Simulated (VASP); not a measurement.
# HCl (Fmmm) in VASP: single point with PBEsol

Aim: the single point of HCl with PBEsol.

All numbers are computed with VASP 6.6.1; they aren't measurements. Logs are shortened: lines on timing, memory, paths and dates and some standing lists are left out, and cuts for length are marked.

### Step 1. The cell of the first run

It takes space group Fmmm (No. 69, orthorhombic). Conventional cell: a = 5.014 Å, b = 5.750 Å, c = 5.897 Å, α = 90.00°, β = 90.00°, γ = 90.00°. Within 3.3 Å of H (site symmetry mmm) lie 6 Cl at 2.51 to 2.95 Å. Within 3.3 Å of Cl (site symmetry mmm) lie 6 H at 2.51 to 2.95 Å.

### Step 2. Single point, PBEsol (strained)

INCAR reads:

```
SYSTEM = HCl
PREC = Accurate
ENCUT = 520
EDIFF = 1E-7
ISMEAR = 0
SIGMA = 0.1
LREAL = .False.
LASPH = .True.
NELM = 60
ALGO = Normal
ISIF = 2
LWAVE = .False.
LCHARG = .False.
GGA = PS
NBANDS = 11
```

KPOINTS reads:

```
Automatic mesh
0
Gamma
  14 14 14
  0 0 0
```

POSCAR reads:

```
HCl
1.0
    0.0000000000      2.8750097500      2.9483299500
    2.5070777500      0.0000000000      2.9483299500
    2.5070777500      2.8750097500      0.0000000000
H Cl
1 1
Direct
    0.0000000000      0.0000000000      0.0000000000
    0.5000000000      0.5000000000      0.5000000000
```

Potentials or basis: VASP PAW PBE potentials, release 64 (H, Cl).

Launch:

```bash
cat potpaw_PBE.64/H/POTCAR potpaw_PBE.64/Cl/POTCAR > POTCAR
mpirun -np 1 vasp_std > vasp.out
```

OUTCAR:

```text
SYSTEM = HCl
   PREC = Accurate
   ENCUT = 520
   EDIFF = 1E-7
   ISMEAR = 0
   LREAL = .False.
   LASPH = .True.
   NELM = 60
   ISIF = 2
   GGA = PS

 ion  position               nearest neighbor table
   1  0.000  0.000  0.000-
   2  0.500  0.500  0.500-

  LATTYP: Found a face centered orthorhombic cell.
 ALAT       =     5.0141555000
 B/A-ratio  =     1.1467573154
 C/A-ratio  =     1.1760025990

  Lattice vectors:

 A1 = (   0.0000000000,   2.8750097500,   2.9483299500)
 A2 = (   2.5070777500,   0.0000000000,   2.9483299500)
 A3 = (   2.5070777500,   2.8750097500,   0.0000000000)

Analysis of symmetry for initial positions (statically):
=====================================================================
 Subroutine PRICEL returns:
 Original cell was already a primitive cell.

 Routine SETGRP: Setting up the symmetry group for a
 face centered orthorhombic supercell.

 Subroutine GETGRP returns: Found  8 space group operations
 (whereof  8 operations were pure point group operations)
 out of a pool of  8 trial point group operations.

The static configuration has the point symmetry D_2h.

Analysis of symmetry for dynamics (positions and initial velocities):
=====================================================================
 Subroutine PRICEL returns:
 Original cell was already a primitive cell.

 Routine SETGRP: Setting up the symmetry group for a
 face centered orthorhombic supercell.

 Subroutine GETGRP returns: Found  8 space group operations
 (whereof  8 operations were pure point group operations)
 out of a pool of  8 trial point group operations.

The dynamic configuration has the point symmetry D_2h.

 Subroutine INISYM returns: Found  8 space group operations
 (whereof  8 operations are pure point group operations),
 and found     1 'primitive' translations

----------------------------------------------------------------------------------------

                                     Primitive cell

  volume of cell :      42.5024

  direct lattice vectors                    reciprocal lattice vectors
     0.000000000  2.875009750  2.948329950    -0.199435378  0.173912454  0.169587532
     2.507077750  0.000000000  2.948329950     0.199435378 -0.173912454  0.169587532
     2.507077750  2.875009750  0.000000000     0.199435378  0.173912454 -0.169587532

  length of vectors
     4.118049363  3.870153529  3.814593020     0.314292766  0.314292766  0.314292766

  position of ions in fractional coordinates (direct lattice)
     0.000000000  0.000000000  0.000000000
     0.500000000  0.500000000  0.500000000

  ion indices of the primitive-cell ions
   primitive index   ion index
                 1           1
                 2           2

----------------------------------------------------------------------------------------

 KPOINTS: Automatic mesh

Automatic generation of k-mesh.
 Grid dimensions read from file:
 generate k-points for:   14   14   14

 Generating k-lattice:

  Cartesian coordinates                     Fractional coordinates (reciprocal lattice)
    -0.014245384  0.012422318  0.012113395     0.071428571 -0.000000000  0.000000000
     0.014245384 -0.012422318  0.012113395    -0.000000000  0.071428571  0.000000000
     0.014245384  0.012422318 -0.012113395     0.000000000  0.000000000  0.071428571

  Length of vectors
     0.022449483  0.022449483  0.022449483

  Shift w.r.t. Gamma in fractional coordinates (k-lattice)
     0.000000000  0.000000000  0.000000000

 Subroutine IBZKPT returns following result:
 ===========================================

 Found    428 irreducible k-points:

 Following reciprocal coordinates:
            Coordinates               Weight
  0.000000  0.000000  0.000000      1.000000
  0.071429 -0.000000 -0.000000      8.000000
  0.142857 -0.000000 -0.000000      8.000000
  0.214286 -0.000000 -0.000000      8.000000
  0.285714 -0.000000 -0.000000      8.000000
  0.357143  0.000000  0.000000      8.000000
[... 16 lines left out ...]
  0.214286  0.142857 -0.000000      8.000000
  0.285714  0.142857 -0.000000      8.000000
 [... further k-points ...]
   k-points           NKPTS =    428   k-points in BZ     NKDIM =    428   number of bands    NBANDS=     11
   number of dos      NEDOS =    301   number of ions     NIONS =      2
   total plane-waves  NPLWV =  26880
   dimension x,y,z NGX =    32 NGY =   30 NGZ =   28
   dimension x,y,z NGXF=    64 NGYF=   60 NGZF=   56
   ions per type =               1   1
   NGX,Y,Z   is equivalent  to a cutoff of  12.92, 12.89, 12.20 a.u.
   NGXF,Y,Z  is equivalent  to a cutoff of  25.84, 25.77, 24.41 a.u.
 SYSTEM =  HCl
   PREC   = accura    normal or accurate (medium, high low for compatibility)
   ISTART =      0    job   : 0-new  1-cont  2-samecut
   ICHARG =      2    charge: 1-file 2-atom 10-const
   ISPIN  =      1    spin polarized calculation?
   LNONCOLLINEAR =      F non collinear calculations
   LSORBIT =      F    spin-orbit coupling
   LASPH  =      T    aspherical Exc in radial PAW
   ENCUT  =  520.0 eV  38.22 Ry    6.18 a.u.   7.66  7.20  7.09*2*pi/ulx,y,z
   NELM   =     60;   NELMIN=  2; NELMDL= -5     # of ELM steps
   EDIFF  = 0.1E-06   stopping-criterion for ELM
   LREAL  =      F    real-space projection
   EDIFFG = 0.1E-05   stopping-criterion for IOM
   NSW    =      0    number of steps for IOM
   IBRION =     -1    ionic relax: 0-MD 1-quasi-New 2-CG
   NFREE  =      0    steps in history (QN), initial steepest desc. (CG)
   ISIF   =      2    stress and relaxation
   ISYM   =      2    0-nonsym 1-usesym 2-fastsym
   POTIM  = 0.5000    time-step for ionic-motion
   TEBEG  =    0.0;   TEEND  =   0.0 temperature during run
   PSTRESS=    0.0 pullay stress
   NELECT =       8.0000    total number of electrons
   NUPDOWN=      -1.0000    fix difference up-down
   EMIN   =  10.00;   EMAX   =-10.00  energy-range for DOS
   EFERMI =   0.00;   METHOD = LEGACY
   ISMEAR =     0;   SIGMA  =   0.10  broadening in eV -4-tet -1-fermi 0-gaus
   EFERMI_NEDOS =   21; number of points for ismear=-14 and -15
   IALGO  =     38    algorithm
   IMIX   =      4    mixing-type and parameters
     AMIX     =   0.40;   BMIX     =  1.00
     AMIX_MAG =   1.60;   BMIX_MAG =  1.00
  volume/ion in A,a.u.               =      21.25       143.41
  Fermi-wavevector in a.u.,A,eV,Ry     =   0.938211  1.772961 11.976385  0.880239
  Thomas-Fermi vector in A             =   2.065400
   LORBIT       =      0    0 simple, 1 ext, 2 COOP (PROOUT), +10 PAW based schemes
   GGA     = PS    functional components
   LHFCALC =     F    Hartree Fock is set to
   AEXX    =    0.0000 exact exchange contribution
   IVDW    =     0    specifies the selected vdW correction
   LEPSILON=     F    determine dielectric tensor
   LRPA    =     F    only Hartree local field effects (RPA)
 non-spin polarized calculation
 Gauss-broadening in eV      SIGMA  =   0.10
  energy-cutoff  :      520.00
  volume of cell :       42.50
 maximum number of plane-waves:      1162
   NGX = 15   NGY = 15   NGZ = 15

 number of electron       8.0000002 magnetization

 Free energy of the ion-electron system (eV)
  ---------------------------------------------------
  ext. energy  EPLUGINS =         0.00000000
  ---------------------------------------------------
  free energy    TOTEN  =        -3.07943324 eV

  energy without entropy =       -3.07827198  energy(sigma->0) =       -3.07885261

 E-fermi :  -2.3904     XC(G=0):  -7.6356

 val. band max:       -2.4343775470   @ k =   0.0000   0.0000   0.0000
 cond. band min:      -2.3667417265   @ k =   0.4286   0.4286   0.0000
 fundamental gap:      0.0676358205
 Fermi energy:        -2.3904155646

 k-point     1 :       0.0000    0.0000    0.0000
  band No.  band energies     occupation
      1     -15.4865      2.00000
      2      -2.7900      2.00000
      3      -2.5754      1.99109
      4      -2.4391      1.50855
      5      -2.4344      1.46587
      6       8.1127      0.00000
      7       9.7442      0.00000
      8       9.9422      0.00000
      9      10.8973      0.00000
     10      11.4505      0.00000
     11      12.8510      0.00000

 k-point     2 :       0.0714   -0.0000   -0.0000
  band No.  band energies     occupation
      1     -15.4703      2.00000
      2      -3.2427      2.00000
      3      -2.5782      1.99208
      4      -2.4540      1.63160
      5      -1.9988      0.00000
      6       8.0253      0.00000
      7       9.6759      0.00000
      8       9.8771      0.00000
      9      10.7778      0.00000
     10      11.1774      0.00000
     11      13.1491      0.00000

 k-point     3 :       0.1429   -0.0000   -0.0000
  band No.  band energies     occupation
      1     -15.4242      2.00000
      2      -3.8165      2.00000
      3      -2.5945      1.99610
      4      -2.5024      1.88681
      5      -1.4564      0.00000
      6       7.6715      0.00000
      7       9.5087      0.00000
      8       9.6523      0.00000
      9      10.7758      0.00000
     10      11.0899      0.00000
     11      12.5167      0.00000

 k-point     4 :       0.2143   -0.0000   -0.0000
  band No.  band energies     occupation
      1     -15.3559      2.00000
      2      -4.3530      2.00000
      3      -2.6188      1.99876
      4      -2.5701      1.98897
      5      -0.9628      0.00000
      6       7.0592      0.00000
      7       9.1632      0.00000
      8       9.6521      0.00000
      9      10.7360      0.00000
     10      11.5332      0.00000
     11      12.0719      0.00000
[... 239 lines left out ...]
 k-point    22 :       0.1429    0.1429    0.0000
  band No.  band energies     occupation
      1     -15.4195      2.00000
      2      -3.4530      2.00000
      3      -2.9002      2.00000
      4      -2.4986      1.87405
      5      -1.6921      0.00000
      6       7.5402      0.00000
      7       9.0329      0.00000
      8      10.4270      0.00000
      9      10.7996      0.00000
     10      10.8029      0.00000
     11      14.0632      0.00000

 k-point    23 :       0.2143    0.1429   -0.0000
  band No.  band energies     occupation
      1     -15.3756      2.00000
      2      -3.8093      2.00000
      3      -2.8851      2.00000
      4      -2.5470      1.97317
      5      -1.4911      0.00000
      6       7.3182      0.00000
      7       8.7368      0.00000
      8      10.3993      0.00000
      9      10.8239      0.00000
     10      11.1554      0.00000
     11      13.7776      0.00000

 k-point    24 :       0.2857    0.1429   -0.0000
  band No.  band energies     occupation
      1     -15.3124      2.00000
      2      -4.2584      2.00000
      3      -2.8754      2.00000
      4      -2.6253      1.99911
      5      -1.1864      0.00000
      6       6.9829      0.00000
      7       8.5097      0.00000
      8      10.1635      0.00000
      9      11.2237      0.00000
     10      11.5674      0.00000
     11      13.3770      0.00000

 [... further k-points ...]
[... 5 lines left out ...]
  --------------------------------------------------------------------------------------
  -------------------------------------------------------------------------------------
  Total       -4.7662658     -1.8270700     -1.5249871      0.0000000      0.0000000      0.0000000
  in kB     -179.6700290    -68.8735668    -57.4861921      0.0000000      0.0000000      0.0000000
  external PRESSURE =    -102.0099293 kB  Pullay stress =       0.0000000 kB

 VOLUME and BASIS-vectors are now :
 -----------------------------------------------------------------------------
  energy-cutoff  :      520.00
  volume of cell :       42.50
      direct lattice vectors                 reciprocal lattice vectors
     0.000000000  2.875009750  2.948329950    -0.199435378  0.173912454  0.169587532
     2.507077750  0.000000000  2.948329950     0.199435378 -0.173912454  0.169587532
     2.507077750  2.875009750  0.000000000     0.199435378  0.173912454 -0.169587532

 POSITION                                       TOTAL-FORCE (eV/Angst)
 -----------------------------------------------------------------------------------
      0.00000      0.00000      0.00000        -0.000000     -0.000000      0.000000
      2.50708      2.87501      2.94833         0.000000      0.000000      0.000000
 -----------------------------------------------------------------------------------
    total drift:                               -0.000000     -0.000000      0.000000

  FREE ENERGIE OF THE ION-ELECTRON SYSTEM (eV)
  ---------------------------------------------------
  free  energy   TOTEN  =        -3.0794332404 eV

  energy  without entropy=       -3.0782719826  energy(sigma->0) =       -3.07885261
```

Wall time 1.9 min (1 thread of Intel Xeon Platinum 8375C at 2.90GHz (Ice Lake), shared host); peak memory 0.3 GiB.

What came out:

| Quantity | Value |
| --- | --- |
| Free energy | -3.0794 eV |
| Pressure | -10.2 GPa |
| Band gap on the k mesh | zero (band 4 reaches -2.44 eV, above the bottom of band 5 at -2.61 eV) |

Caveat: the cell differs from its parent crystal (strained); the PAW data sets were made with another functional, which shifts forces and pressure a little.
